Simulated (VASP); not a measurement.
# Pt in VASP: a series of runs, part 2 of 2

VASP 6.6.1.

## 4. Single point, PBEsol (strain -0.030 along x and y, +0.000 along z)

The input, INCAR:

```
SYSTEM = Pt
ALGO = Fast
EDIFF = 1E-6
ENCUT = 520
GGA = PS
ISIF = 2
ISMEAR = 0
LASPH = .TRUE.
LCHARG = .FALSE.
LREAL = .FALSE.
LWAVE = .FALSE.
NBANDS = 11
NELM = 80
PREC = Accurate
SIGMA = 0.15
```

The input, KPOINTS:

```
k-points
0
G
  22 22 22
  0 0 0
```

The input, POSCAR:

```
Pt
1.0
   -1.5366934000      1.5366934000      1.5842200000
    1.5366934000     -1.5366934000      1.5842200000
    1.5366934000      1.5366934000     -1.5842200000
Pt
1
Direct
    0.0000000000      0.0000000000      0.0000000000
```

Potentials or basis: VASP PAW PBE potentials, release 64 (Pt).

Run with:

```sh
> cat potpaw_PBE.64/Pt/POTCAR > POTCAR
> mpirun -np 1 vasp_std > vasp.out
```

OUTCAR:

```text
SYSTEM = Pt
   EDIFF = 1E-6
   ENCUT = 520
   GGA = PS
   ISIF = 2
   ISMEAR = 0
   LASPH = .TRUE.
   LREAL = .FALSE.
   NELM = 80
   PREC = Accurate

 ion  position               nearest neighbor table
   1  0.000  0.000  0.000-

  LATTYP: Found a body centered tetragonal cell.
 ALAT       =     3.0733868000
 C/A-ratio  =     1.0309278351

  Lattice vectors:

 A1 = (  -1.5366934000,   1.5366934000,   1.5842200000)
 A2 = (   1.5366934000,  -1.5366934000,   1.5842200000)
 A3 = (   1.5366934000,   1.5366934000,  -1.5842200000)

Analysis of symmetry for initial positions (statically):
=====================================================================
 Subroutine PRICEL returns:
 Original cell was already a primitive cell.

 Routine SETGRP: Setting up the symmetry group for a
 body centered tetragonal supercell.

 Subroutine GETGRP returns: Found 16 space group operations
 (whereof 16 operations were pure point group operations)
 out of a pool of 16 trial point group operations.

The static configuration has the point symmetry D_4h.

Analysis of symmetry for dynamics (positions and initial velocities):
=====================================================================
 Subroutine PRICEL returns:
 Original cell was already a primitive cell.

 Routine SETGRP: Setting up the symmetry group for a
 body centered tetragonal supercell.

 Subroutine GETGRP returns: Found 16 space group operations
 (whereof 16 operations were pure point group operations)
 out of a pool of 16 trial point group operations.

The dynamic configuration has the point symmetry D_4h.

 Subroutine INISYM returns: Found 16 space group operations
 (whereof 16 operations are pure point group operations),
 and found     1 'primitive' translations

----------------------------------------------------------------------------------------

                                     Primitive cell

  volume of cell :      14.9641

  direct lattice vectors                    reciprocal lattice vectors
    -1.536693400  1.536693400  1.584220000     0.000000000  0.325373949  0.315612731
     1.536693400 -1.536693400  1.584220000     0.325373949  0.000000000  0.315612731
     1.536693400  1.536693400 -1.584220000     0.325373949  0.325373949  0.000000000

  length of vectors
     2.689350520  2.689350520  2.689350520     0.453298580  0.453298580  0.460148252

  position of ions in fractional coordinates (direct lattice)
     0.000000000  0.000000000  0.000000000

  ion indices of the primitive-cell ions
   primitive index   ion index
                 1           1

----------------------------------------------------------------------------------------

 KPOINTS: k-points

Automatic generation of k-mesh.
 Grid dimensions read from file:
 generate k-points for:   22   22   22

 Generating k-lattice:

  Cartesian coordinates                     Fractional coordinates (reciprocal lattice)
     0.000000000  0.014789725  0.014346033     0.045454545 -0.000000000  0.000000000
     0.014789725  0.000000000  0.014346033    -0.000000000  0.045454545  0.000000000
     0.014789725  0.014789725  0.000000000     0.000000000  0.000000000  0.045454545

  Length of vectors
     0.020604481  0.020604481  0.020915830

  Shift w.r.t. Gamma in fractional coordinates (k-lattice)
     0.000000000  0.000000000  0.000000000

 Subroutine IBZKPT returns following result:
 ===========================================

 Found    834 irreducible k-points:

 Following reciprocal coordinates:
            Coordinates               Weight
  0.000000  0.000000  0.000000      1.000000
  0.045455  0.000000 -0.000000      8.000000
  0.090909  0.000000 -0.000000      8.000000
  0.136364  0.000000 -0.000000      8.000000
  0.181818  0.000000 -0.000000      8.000000
  0.227273  0.000000 -0.000000      8.000000
[... 16 lines left out ...]
  0.500000  0.045455  0.000000     16.000000
 -0.454545  0.045455  0.000000     16.000000
 [... further k-points ...]
   k-points           NKPTS =    834   k-points in BZ     NKDIM =    834   number of bands    NBANDS=     11
   number of dos      NEDOS =    301   number of ions     NIONS =      1
   total plane-waves  NPLWV =   8000
   dimension x,y,z NGX =    20 NGY =   20 NGZ =   20
   dimension x,y,z NGXF=    40 NGYF=   40 NGZF=   40
   ions per type =               1
   NGX,Y,Z   is equivalent  to a cutoff of  12.36, 12.36, 12.36 a.u.
   NGXF,Y,Z  is equivalent  to a cutoff of  24.73, 24.73, 24.73 a.u.
 SYSTEM =  Pt
   PREC   = accura    normal or accurate (medium, high low for compatibility)
   ISTART =      0    job   : 0-new  1-cont  2-samecut
   ICHARG =      2    charge: 1-file 2-atom 10-const
   ISPIN  =      1    spin polarized calculation?
   LNONCOLLINEAR =      F non collinear calculations
   LSORBIT =      F    spin-orbit coupling
   LASPH  =      T    aspherical Exc in radial PAW
   ENCUT  =  520.0 eV  38.22 Ry    6.18 a.u.   5.00  5.00  5.00*2*pi/ulx,y,z
   NELM   =     80;   NELMIN=  2; NELMDL= -5     # of ELM steps
   EDIFF  = 0.1E-05   stopping-criterion for ELM
   LREAL  =      F    real-space projection
   EDIFFG = 0.1E-04   stopping-criterion for IOM
   NSW    =      0    number of steps for IOM
   IBRION =     -1    ionic relax: 0-MD 1-quasi-New 2-CG
   NFREE  =      0    steps in history (QN), initial steepest desc. (CG)
   ISIF   =      2    stress and relaxation
   ISYM   =      2    0-nonsym 1-usesym 2-fastsym
   POTIM  = 0.5000    time-step for ionic-motion
   TEBEG  =    0.0;   TEEND  =   0.0 temperature during run
   PSTRESS=    0.0 pullay stress
   NELECT =      10.0000    total number of electrons
   NUPDOWN=      -1.0000    fix difference up-down
   EMIN   =  10.00;   EMAX   =-10.00  energy-range for DOS
   EFERMI =   0.00;   METHOD = LEGACY
   ISMEAR =     0;   SIGMA  =   0.15  broadening in eV -4-tet -1-fermi 0-gaus
   EFERMI_NEDOS =   21; number of points for ismear=-14 and -15
   IALGO  =     68    algorithm
   IMIX   =      4    mixing-type and parameters
     AMIX     =   0.40;   BMIX     =  1.00
     AMIX_MAG =   1.60;   BMIX_MAG =  1.00
  volume/ion in A,a.u.               =      14.96       100.98
  Fermi-wavevector in a.u.,A,eV,Ry     =   1.431281  2.704729 27.872416  2.048565
  Thomas-Fermi vector in A             =   2.551034
   LORBIT       =      0    0 simple, 1 ext, 2 COOP (PROOUT), +10 PAW based schemes
   GGA     = PS    functional components
   LHFCALC =     F    Hartree Fock is set to
   AEXX    =    0.0000 exact exchange contribution
   IVDW    =     0    specifies the selected vdW correction
   LEPSILON=     F    determine dielectric tensor
   LRPA    =     F    only Hartree local field effects (RPA)
 non-spin polarized calculation
 RMM-DIIS sequential band-by-band and
 Gauss-broadening in eV      SIGMA  =   0.15
  energy-cutoff  :      520.00
  volume of cell :       14.96
 maximum number of plane-waves:       414
   NGX =  9   NGY =  9   NGZ =  9

 number of electron      10.0000000 magnetization

 Free energy of the ion-electron system (eV)
  ---------------------------------------------------
  ext. energy  EPLUGINS =         0.00000000
  ---------------------------------------------------
  free energy    TOTEN  =        -6.85547009 eV

  energy without entropy =       -6.84339715  energy(sigma->0) =       -6.84943362

 E-fermi :  10.9951     XC(G=0): -13.6672

 val. band max:       10.9943977251   @ k =  -0.2727   0.5000   0.1364
 cond. band min:      10.9971212890   @ k =  -0.1818   0.2727   0.1818
 fundamental gap:      0.0027235638
 Fermi energy:        10.9951169771

 k-point     1 :       0.0000    0.0000    0.0000
  band No.  band energies     occupation
      1       0.8744      2.00000
      2       7.1393      2.00000
      3       7.1393      2.00000
      4       7.4135      2.00000
      5       9.7532      2.00000
      6      10.1080      2.00000
      7      27.6888      0.00000
      8      28.2824      0.00000
      9      28.2824      0.00000
     10      38.5368      0.00000
     11      38.5845      0.00000
[... 309 lines left out ...]
 k-point    24 :      -0.4545    0.0455    0.0000
  band No.  band energies     occupation
      1       3.9480      2.00000
      2       5.8435      2.00000
      3       9.2934      2.00000
      4       9.9622      2.00000
      5      10.5189      1.99999
      6      12.1033      0.00000
      7      18.7266      0.00000
      8      24.6543      0.00000
      9      27.8944      0.00000
     10      35.1216      0.00000
     11      36.3345      0.00000

 [... further k-points ...]

------------------------ aborting loop because EDIFF is reached ----------------------------------------

  FORCE on cell =-STRESS in cart. coord.  units (eV):
  Direction    XX          YY          ZZ          XY          YZ          ZX
  --------------------------------------------------------------------------------------
  -------------------------------------------------------------------------------------
  Total        0.2965522      0.2965522      0.6068809      0.0000000      0.0000000      0.0000000
  in kB       31.7513260     31.7513260     64.9776689      0.0000000      0.0000000      0.0000000
  external PRESSURE =      42.8267736 kB  Pullay stress =       0.0000000 kB

 VOLUME and BASIS-vectors are now :
 -----------------------------------------------------------------------------
  energy-cutoff  :      520.00
  volume of cell :       14.96
      direct lattice vectors                 reciprocal lattice vectors
    -1.536693400  1.536693400  1.584220000     0.000000000  0.325373949  0.315612731
     1.536693400 -1.536693400  1.584220000     0.325373949  0.000000000  0.315612731
     1.536693400  1.536693400 -1.584220000     0.325373949  0.325373949  0.000000000

 POSITION                                       TOTAL-FORCE (eV/Angst)
 -----------------------------------------------------------------------------------
      0.00000      0.00000      0.00000         0.000000      0.000000      0.000000
 -----------------------------------------------------------------------------------
    total drift:                                0.000000      0.000000      0.000000

  FREE ENERGIE OF THE ION-ELECTRON SYSTEM (eV)
  ---------------------------------------------------
  free  energy   TOTEN  =        -6.8554700902 eV

  energy  without entropy=       -6.8433971491  energy(sigma->0) =       -6.84943362
```

OSZICAR:

```text
N       E                     dE             d eps       ncg     rms          rms(c)
DAV:   1     0.390705005128E+02    0.39071E+02   -0.53638E+03 18716   0.846E+02
DAV:   2    -0.665279846638E+01   -0.45723E+02   -0.43875E+02 20974   0.178E+02
DAV:   3    -0.728027248039E+01   -0.62747E+00   -0.62231E+00 21478   0.196E+01
DAV:   4    -0.728266299725E+01   -0.23905E-02   -0.23903E-02 21332   0.142E+00
DAV:   5    -0.728268136469E+01   -0.18367E-04   -0.18366E-04 21760   0.115E-01    0.132E+01
RMM:   6    -0.690354170329E+01    0.37914E+00   -0.35482E-01 18437   0.504E+00    0.683E+00
RMM:   7    -0.685950050495E+01    0.44041E-01   -0.73450E-02 19370   0.244E+00    0.246E+00
RMM:   8    -0.685581214290E+01    0.36884E-02   -0.90799E-03 19998   0.864E-01    0.643E-01
RMM:   9    -0.685545318926E+01    0.35895E-03   -0.10008E-03 21470   0.274E-01    0.484E-02
RMM:  10    -0.685546931682E+01   -0.16128E-04   -0.14803E-04 21533   0.937E-02    0.534E-02
RMM:  11    -0.685547180650E+01   -0.24897E-05   -0.21950E-05 21938   0.341E-02    0.363E-02
RMM:  12    -0.685546994404E+01    0.18625E-05   -0.10544E-05 20603   0.262E-02    0.207E-03
RMM:  13    -0.685547009019E+01   -0.14614E-06   -0.17737E-06 16461   0.876E-03
   1 F= -.68554701E+01 E0= -.68494336E+01  d E =-.120729E-01
```

stdout:

```text
POSCAR found type information on POSCAR Pt
 POSCAR found :  1 types and       1 ions
 scaLAPACK will be used
 -----------------------------------------------------------------------------
|                                                                             |
|                                                                             |
|     You enforced a specific xc type in the INCAR file but a different       |
|     I HOPE YOU KNOW WHAT YOU ARE DOING!                                     |
|                                                                             |
 -----------------------------------------------------------------------------

 LDA part: xc-table for (Slater+PW92), standard interpolation
 POSCAR, INCAR and KPOINTS ok, starting setup
 FFT: planning ... GRIDC
 FFT: planning ... GRID_SOFT
 FFT: planning ... GRID
 WAVECAR not read
 entering main loop
WARNING in EDDRMM: call to ZHEGV failed, returncode =   8  4     11
```

Wall time 2.8 min (1 thread of Intel Xeon 8259CL, shared host); peak memory 0.25 GiB.

What came out:

| Item | Value |
| --- | --- |
| Free energy | -6.8555 eV |
| Pressure | 4.3 GPa |
| Band gap on the k mesh | zero (bands 5 and 6 overlap by 2.36 eV) |

Stress tensor (GPa, compression positive):
```
3.18 0.00 0.00
0.00 3.18 0.00
0.00 0.00 6.50
```

Caveat: the cell differs from its parent crystal (strain -0.030 along x and y, +0.000 along z); the cell stands under pressure; the PAW data sets were made with another functional, which shifts forces and pressure a little; spin-orbit coupling is left out, which moves the levels of the heavy elements.

## 5. The runs side by side

| cell | gap on the mesh (eV) | pressure (GPa) |
| --- | --- | --- |
| a = 2.662 Å, angles 109.5°, 1 atom | none | 14.2 |
| a = 2.718 Å, angles 111.1, 111.1, 106.2°, 1 atom | none | -4.2 |
| a = 2.689 Å, angles 110.3, 110.3, 107.8°, 1 atom | none | 4.3 |

Alike in all rows: task single point; level PBEsol; potentials or basis VASP PAW PBE potentials, release 64 (Pt); no spin polarisation; k mesh 22 × 22 × 22; cutoff (eV) 520; smearing gaussian 0.15 eV.

Caveats: the PAW data sets were made with another functional, which shifts forces and pressure a little; spin-orbit coupling is left out, which moves the levels of the heavy elements; the cell stands under pressure (at least some runs); the cell stands under tension (at least some runs).

Total energies depend on the potentials used, so only differences within one code and one set of settings carry meaning.
